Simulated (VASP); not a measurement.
# Pd (Pm-3m) in VASP: further runs

Pd is run at these levels: RPBE; tasks: single point.

Everything below comes from runs of VASP 6.6.1. Logs are shortened: lines on timing, memory, paths and dates and some standing lists are left out, and cuts for length are marked.

**1. The cell of the first run**

The structure is cubic, space group Pm-3m (No. 221). Conventional cell: a = 2.534 Å, b = 2.534 Å, c = 2.534 Å, α = 90.00°, β = 90.00°, γ = 90.00°. Pd (site symmetry m-3m) has 6 Pd at 2.53 Å within 3.3 Å.

**2. Single point, RPBE (volume scaled by 0.88)**

Contents of INCAR:

```
PREC = Accurate
ENCUT = 520
EDIFF = 1E-7
ISMEAR = -1
SIGMA = 0.1
LREAL = F
LASPH = T
NELM = 80
ALGO = Normal
ISIF = 2
LWAVE = F
LCHARG = F
GGA = RP
NBANDS = 11
```

Contents of KPOINTS:

```
regular mesh
0
Gamma
  13 13 13
```

Contents of POSCAR:

```
Pd
1.0
    2.5340681679      0.0000000000      0.0000000000
    0.0000000000      2.5340681679      0.0000000000
    0.0000000000      0.0000000000      2.5340681679
Pd
1
Direct
    0.0000000000      0.0000000000      0.0000000000
```

Potentials or basis: VASP PAW PBE potentials, release 64 (Pd).

Started as:

```
$ cat potpaw_PBE.64/Pd/POTCAR > POTCAR
$ mpirun -np 1 vasp_std > vasp.out
```

OUTCAR:

```text
PREC = Accurate
   ENCUT = 520
   EDIFF = 1E-7
   ISMEAR = -1
   LREAL = F
   LASPH = T
   NELM = 80
   ISIF = 2
   GGA = RP

 ion  position               nearest neighbor table
   1  0.000  0.000  0.000-

  LATTYP: Found a simple cubic cell.
 ALAT       =     2.5340681679

  Lattice vectors:

 A1 = (   2.5340681679,   0.0000000000,   0.0000000000)
 A2 = (   0.0000000000,   2.5340681679,   0.0000000000)
 A3 = (   0.0000000000,   0.0000000000,   2.5340681679)

Analysis of symmetry for initial positions (statically):
=====================================================================
 Subroutine PRICEL returns:
 Original cell was already a primitive cell.

 Routine SETGRP: Setting up the symmetry group for a
 simple cubic supercell.

 Subroutine GETGRP returns: Found 48 space group operations
 (whereof 48 operations were pure point group operations)
 out of a pool of 48 trial point group operations.

The static configuration has the point symmetry O_h .

Analysis of symmetry for dynamics (positions and initial velocities):
=====================================================================
 Subroutine PRICEL returns:
 Original cell was already a primitive cell.

 Routine SETGRP: Setting up the symmetry group for a
 simple cubic supercell.

 Subroutine GETGRP returns: Found 48 space group operations
 (whereof 48 operations were pure point group operations)
 out of a pool of 48 trial point group operations.

The dynamic configuration has the point symmetry O_h .

 Subroutine INISYM returns: Found 48 space group operations
 (whereof 48 operations are pure point group operations),
 and found     1 'primitive' translations

----------------------------------------------------------------------------------------

                                     Primitive cell

  volume of cell :      16.2725

  direct lattice vectors                    reciprocal lattice vectors
     2.534068168  0.000000000  0.000000000     0.394622375  0.000000000  0.000000000
     0.000000000  2.534068168  0.000000000     0.000000000  0.394622375  0.000000000
     0.000000000  0.000000000  2.534068168     0.000000000  0.000000000  0.394622375

  length of vectors
     2.534068168  2.534068168  2.534068168     0.394622375  0.394622375  0.394622375

  position of ions in fractional coordinates (direct lattice)
     0.000000000  0.000000000  0.000000000

  ion indices of the primitive-cell ions
   primitive index   ion index
                 1           1

----------------------------------------------------------------------------------------

 KPOINTS: regular mesh

Automatic generation of k-mesh.
 Grid dimensions read from file:
 generate k-points for:   13   13   13

 Generating k-lattice:

  Cartesian coordinates                     Fractional coordinates (reciprocal lattice)
     0.030355567  0.000000000  0.000000000     0.076923077  0.000000000  0.000000000
     0.000000000  0.030355567  0.000000000     0.000000000  0.076923077  0.000000000
     0.000000000  0.000000000  0.030355567     0.000000000  0.000000000  0.076923077

  Length of vectors
     0.030355567  0.030355567  0.030355567

  Shift w.r.t. Gamma in fractional coordinates (k-lattice)
     0.000000000  0.000000000  0.000000000

 Subroutine IBZKPT returns following result:
 ===========================================

 Found     84 irreducible k-points:

 Following reciprocal coordinates:
            Coordinates               Weight
  0.000000  0.000000  0.000000      1.000000
  0.076923  0.000000  0.000000      6.000000
  0.153846  0.000000  0.000000      6.000000
  0.230769  0.000000  0.000000      6.000000
  0.307692  0.000000  0.000000      6.000000
  0.384615  0.000000  0.000000      6.000000
[... 16 lines left out ...]
  0.307692  0.307692  0.000000     12.000000
  0.384615  0.307692  0.000000     24.000000
 [... further k-points ...]
   k-points           NKPTS =     84   k-points in BZ     NKDIM =     84   number of bands    NBANDS=     11
   number of dos      NEDOS =    301   number of ions     NIONS =      1
   total plane-waves  NPLWV =   8000
   dimension x,y,z NGX =    20 NGY =   20 NGZ =   20
   dimension x,y,z NGXF=    40 NGYF=   40 NGZF=   40
   ions per type =               1
   NGX,Y,Z   is equivalent  to a cutoff of  13.12, 13.12, 13.12 a.u.
   NGXF,Y,Z  is equivalent  to a cutoff of  26.24, 26.24, 26.24 a.u.
 SYSTEM =  unknown system
   PREC   = accura    normal or accurate (medium, high low for compatibility)
   ISTART =      0    job   : 0-new  1-cont  2-samecut
   ICHARG =      2    charge: 1-file 2-atom 10-const
   ISPIN  =      1    spin polarized calculation?
   LNONCOLLINEAR =      F non collinear calculations
   LSORBIT =      F    spin-orbit coupling
   LASPH  =      T    aspherical Exc in radial PAW
   ENCUT  =  520.0 eV  38.22 Ry    6.18 a.u.   4.71  4.71  4.71*2*pi/ulx,y,z
   NELM   =     80;   NELMIN=  2; NELMDL= -5     # of ELM steps
   EDIFF  = 0.1E-06   stopping-criterion for ELM
   LREAL  =      F    real-space projection
   EDIFFG = 0.1E-05   stopping-criterion for IOM
   NSW    =      0    number of steps for IOM
   IBRION =     -1    ionic relax: 0-MD 1-quasi-New 2-CG
   NFREE  =      0    steps in history (QN), initial steepest desc. (CG)
   ISIF   =      2    stress and relaxation
   ISYM   =      2    0-nonsym 1-usesym 2-fastsym
   POTIM  = 0.5000    time-step for ionic-motion
   TEBEG  =    0.0;   TEEND  =   0.0 temperature during run
   PSTRESS=    0.0 pullay stress
   NELECT =      10.0000    total number of electrons
   NUPDOWN=      -1.0000    fix difference up-down
   EMIN   =  10.00;   EMAX   =-10.00  energy-range for DOS
   EFERMI =   0.00;   METHOD = LEGACY
   ISMEAR =    -1;   SIGMA  =   0.10  broadening in eV -4-tet -1-fermi 0-gaus
   EFERMI_NEDOS =   21; number of points for ismear=-14 and -15
   IALGO  =     38    algorithm
   IMIX   =      4    mixing-type and parameters
     AMIX     =   0.40;   BMIX     =  1.00
     AMIX_MAG =   1.60;   BMIX_MAG =  1.00
  volume/ion in A,a.u.               =      16.27       109.81
  Fermi-wavevector in a.u.,A,eV,Ry     =   1.391842  2.630200 26.357527  1.937224
  Thomas-Fermi vector in A             =   2.515642
   LORBIT       =      0    0 simple, 1 ext, 2 COOP (PROOUT), +10 PAW based schemes
   GGA     = RP    functional components
   LHFCALC =     F    Hartree Fock is set to
   AEXX    =    0.0000 exact exchange contribution
   IVDW    =     0    specifies the selected vdW correction
   LEPSILON=     F    determine dielectric tensor
   LRPA    =     F    only Hartree local field effects (RPA)
 non-spin polarized calculation
  energy-cutoff  :      520.00
  volume of cell :       16.27
 maximum number of plane-waves:       461
 NGX is ok and might be reduce to    20
   NGX =  9   NGY =  9   NGZ =  9

 number of electron      10.0000000 magnetization

 number of electron       9.9999996 magnetization

 Free energy of the ion-electron system (eV)
  ---------------------------------------------------
  ext. energy  EPLUGINS =         0.00000000
  ---------------------------------------------------
  free energy    TOTEN  =        -4.07799293 eV

  energy without entropy =       -4.03845670  energy(sigma->0) =       -4.05822482

 E-fermi :   8.6557     XC(G=0): -12.3322

 val. band max:        8.6472593333   @ k =   0.0769   0.0000   0.0000
 cond. band min:       8.6632802959   @ k =   0.3846   0.3846   0.2308
 fundamental gap:      0.0160209626
 Fermi energy:         8.6556664310

 k-point     1 :       0.0000    0.0000    0.0000
  band No.  band energies     occupation
      1       2.1158      2.00000
      2       3.5255      2.00000
      3       3.5255      2.00000
      4       8.6378      1.08918
      5       8.6378      1.08918
      6       8.6378      1.08918
      7      25.7788      0.00000
      8      25.7788      0.00000
      9      25.7788      0.00000
     10      32.5661      0.00000
     11      32.5747      0.00000

 k-point     2 :       0.0769    0.0000    0.0000
  band No.  band energies     occupation
      1       2.2786      2.00000
      2       3.5545      2.00000
      3       3.6652      2.00000
      4       8.5194      1.59253
      5       8.5194      1.59253
      6       8.6473      1.04201
      7      24.5472      0.00000
      8      26.0559      0.00000
      9      26.0559      0.00000
     10      32.0644      0.00000
     11      32.6290      0.00000

 k-point     3 :       0.1538    0.0000    0.0000
  band No.  band energies     occupation
      1       2.6982      2.00000
      2       3.6360      2.00000
      3       4.1236      2.00000
      4       8.2043      1.97833
      5       8.2043      1.97833
      6       8.6735      0.91103
      7      22.2035      0.00000
      8      26.8387      0.00000
      9      26.8387      0.00000
     10      30.9118      0.00000
     11      32.5462      0.00000

 k-point     4 :       0.2308    0.0000    0.0000
  band No.  band energies     occupation
      1       3.2077      2.00000
      2       3.7534      2.00000
      3       4.9769      2.00000
      4       7.7887      1.99966
      5       7.7887      1.99966
      6       8.7107      0.73147
      7      19.7667      0.00000
      8      28.0062      0.00000
      9      28.0062      0.00000
     10      29.6168      0.00000
     11      32.2923      0.00000

 k-point     5 :       0.3077    0.0000    0.0000
  band No.  band energies     occupation
      1       3.6816      2.00000
      2       3.8816      2.00000
      3       6.1880      2.00000
      4       7.3783      1.99999
      5       7.3783      1.99999
      6       8.7505      0.55839
      7      17.5008      0.00000
      8      28.4743      0.00000
      9      29.4074      0.00000
     10      29.4074      0.00000
     11      31.7691      0.00000
[... 211 lines left out ...]
 k-point    21 :       0.3846    0.2308    0.0000
  band No.  band energies     occupation
      1       4.3010      2.00000
      2       4.7741      2.00000
      3       6.1617      2.00000
      4       7.1946      2.00000
      5       8.0167      1.99665
      6       9.5537      0.00025
      7      16.4214      0.00000
      8      23.8303      0.00000
      9      28.1906      0.00000
     10      31.1680      0.00000
     11      33.1273      0.00000

 k-point    22 :       0.4615    0.2308    0.0000
  band No.  band energies     occupation
      1       4.4135      2.00000
      2       4.6820      2.00000
      3       6.2388      2.00000
      4       7.0286      2.00000
      5       8.0436      1.99561
      6      11.1544      0.00000
      7      14.5275      0.00000
      8      25.0346      0.00000
      9      27.0354      0.00000
     10      30.1833      0.00000
     11      34.6552      0.00000

 k-point    23 :       0.3077    0.3077    0.0000
  band No.  band energies     occupation
      1       4.2658      2.00000
      2       4.5806      2.00000
      3       6.7868      2.00000
      4       7.5174      1.99998
      5       7.6360      1.99993
      6       8.9104      0.14519
      7      18.3816      0.00000
      8      21.5498      0.00000
      9      28.2073      0.00000
     10      32.2541      0.00000
     11      32.8918      0.00000

 k-point    24 :       0.3846    0.3077    0.0000
  band No.  band energies     occupation
      1       4.1709      2.00000
      2       4.5120      2.00000
      3       7.2689      2.00000
      4       7.3312      2.00000
      5       7.6401      1.99992
      6      10.3496      0.00000
      7      16.7077      0.00000
      8      22.1204      0.00000
      9      26.6818      0.00000
     10      31.5559      0.00000
     11      34.0289      0.00000

 [... further k-points ...]

------------------------ aborting loop because EDIFF is reached ----------------------------------------

  FORCE on cell =-STRESS in cart. coord.  units (eV):
  Direction    XX          YY          ZZ          XY          YZ          ZX
  --------------------------------------------------------------------------------------
  -------------------------------------------------------------------------------------
  Total        1.8577447      1.8577447      1.8577447     -0.0000000     -0.0000000      0.0000000
  in kB      182.9118060    182.9118060    182.9118060     -0.0000000     -0.0000000      0.0000000
  external PRESSURE =     182.9118060 kB  Pullay stress =       0.0000000 kB

 VOLUME and BASIS-vectors are now :
 -----------------------------------------------------------------------------
  energy-cutoff  :      520.00
  volume of cell :       16.27
      direct lattice vectors                 reciprocal lattice vectors
     2.534068168  0.000000000  0.000000000     0.394622375  0.000000000  0.000000000
     0.000000000  2.534068168  0.000000000     0.000000000  0.394622375  0.000000000
     0.000000000  0.000000000  2.534068168     0.000000000  0.000000000  0.394622375

 POSITION                                       TOTAL-FORCE (eV/Angst)
 -----------------------------------------------------------------------------------
      0.00000      0.00000      0.00000         0.000000      0.000000      0.000000
 -----------------------------------------------------------------------------------
    total drift:                               -0.000000      0.000000     -0.000000

  FREE ENERGIE OF THE ION-ELECTRON SYSTEM (eV)
  ---------------------------------------------------
  free  energy   TOTEN  =        -4.0779929302 eV

  energy  without entropy=       -4.0384567010  energy(sigma->0) =       -4.05822482
```

Wall time 11 s (1 thread of AMD EPYC 7R43 (Zen 3), shared host); peak memory 0.1 GiB.

Results:

| Item | Value |
| --- | --- |
| Free energy | -4.0780 eV |
| Pressure | 18.3 GPa |
| Band gap on the k mesh | zero (band 5 reaches 9.89 eV, above the bottom of band 6 at 7.94 eV) |

Caveat: the PAW data sets were made with another functional, which shifts forces and pressure a little.

**3. Single point, RPBE (volume scaled by 0.92)**

Contents of INCAR:

```
PREC = Accurate
ENCUT = 520
EDIFF = 1E-7
ISMEAR = -1
SIGMA = 0.1
LREAL = False
LASPH = True
NELM = 100
ALGO = Normal
ISIF = 2
LWAVE = False
LCHARG = True
GGA = RP
LELF = True
LVHAR = True
NBANDS = 11
```

Contents of KPOINTS:

```
Automatic mesh
0
Gamma
  13 13 13
```

Contents of POSCAR:

```
Pd
1.0
    2.5718956578      0.0000000000      0.0000000000
    0.0000000000      2.5718956578      0.0000000000
    0.0000000000      0.0000000000      2.5718956578
Pd
1
Direct
    0.0000000000      0.0000000000      0.0000000000
```

Potentials or basis: VASP PAW PBE potentials, release 64 (Pd).

Started as:

```
$ cat potpaw_PBE.64/Pd/POTCAR > POTCAR
$ mpirun -np 1 vasp_std > vasp.out
```

OUTCAR:

```text
PREC = Accurate
   ENCUT = 520
   EDIFF = 1E-7
   ISMEAR = -1
   LREAL = False
   LASPH = True
   NELM = 100
   ISIF = 2
   GGA = RP

 ion  position               nearest neighbor table
   1  0.000  0.000  0.000-

  LATTYP: Found a simple cubic cell.
 ALAT       =     2.5718956578

  Lattice vectors:

 A1 = (   2.5718956578,   0.0000000000,   0.0000000000)
 A2 = (   0.0000000000,   2.5718956578,   0.0000000000)
 A3 = (   0.0000000000,   0.0000000000,   2.5718956578)

Analysis of symmetry for initial positions (statically):
=====================================================================
 Subroutine PRICEL returns:
 Original cell was already a primitive cell.

 Routine SETGRP: Setting up the symmetry group for a
 simple cubic supercell.

 Subroutine GETGRP returns: Found 48 space group operations
 (whereof 48 operations were pure point group operations)
 out of a pool of 48 trial point group operations.

The static configuration has the point symmetry O_h .

[... 162 lines left out ...]
 fundamental gap:      0.0054780104
 Fermi energy:         7.9876091500

 k-point     1 :       0.0000    0.0000    0.0000
  band No.  band energies     occupation
      1       1.7635      2.00000
      2       3.1821      2.00000
      3       3.1821      2.00000
      4       7.9569      1.15228
      5       7.9569      1.15228
      6       7.9569      1.15228
      7      24.7884      0.00000
      8      24.7884      0.00000
      9      24.7884      0.00000
     10      31.3068      0.00000
     11      31.3124      0.00000
[... 309 lines left out ...]
 k-point    24 :       0.3846    0.3077    0.0000
  band No.  band energies     occupation
      1       3.8095      2.00000
      2       4.0967      2.00000
      3       6.6892      2.00000
      4       6.7455      1.99999
      5       7.0333      1.99986
      6       9.6744      0.00000
      7      15.8283      0.00000
      8      21.0779      0.00000
      9      25.5705      0.00000
     10      30.4848      0.00000
     11      32.8366      0.00000

 [... further k-points ...]

------------------------ aborting loop because EDIFF is reached ----------------------------------------

  FORCE on cell =-STRESS in cart. coord.  units (eV):
  Direction    XX          YY          ZZ          XY          YZ          ZX
  --------------------------------------------------------------------------------------
  -------------------------------------------------------------------------------------
  Total        1.1076613      1.1076613      1.1076613      0.0000000     -0.0000000      0.0000000
  in kB      104.3175833    104.3175833    104.3175833      0.0000000     -0.0000000      0.0000000
  external PRESSURE =     104.3175833 kB  Pullay stress =       0.0000000 kB

 VOLUME and BASIS-vectors are now :
 -----------------------------------------------------------------------------
  energy-cutoff  :      520.00
  volume of cell :       17.01
      direct lattice vectors                 reciprocal lattice vectors
     2.571895658  0.000000000  0.000000000     0.388818262  0.000000000  0.000000000
     0.000000000  2.571895658  0.000000000     0.000000000  0.388818262  0.000000000
     0.000000000  0.000000000  2.571895658     0.000000000  0.000000000  0.388818262

 POSITION                                       TOTAL-FORCE (eV/Angst)
 -----------------------------------------------------------------------------------
      0.00000      0.00000      0.00000         0.000000      0.000000      0.000000
 -----------------------------------------------------------------------------------
    total drift:                               -0.000000      0.000000     -0.000000

  FREE ENERGIE OF THE ION-ELECTRON SYSTEM (eV)
  ---------------------------------------------------
  free  energy   TOTEN  =        -4.1438147793 eV

  energy  without entropy=       -4.1023219063  energy(sigma->0) =       -4.12306834
```

Wall time 20 s (1 thread of AMD EPYC 7R43 (Zen 3), shared host); peak memory 0.1 GiB.

Results:

```
Free energy            : -4.1438 eV
Pressure               : 10.4 GPa
Band gap on the k mesh : zero (band 5 reaches 9.12 eV, above the bottom of band 6 at 7.31 eV)
```

Caveat: the PAW data sets were made with another functional, which shifts forces and pressure a little.

(Continued in part 2 of 3.)
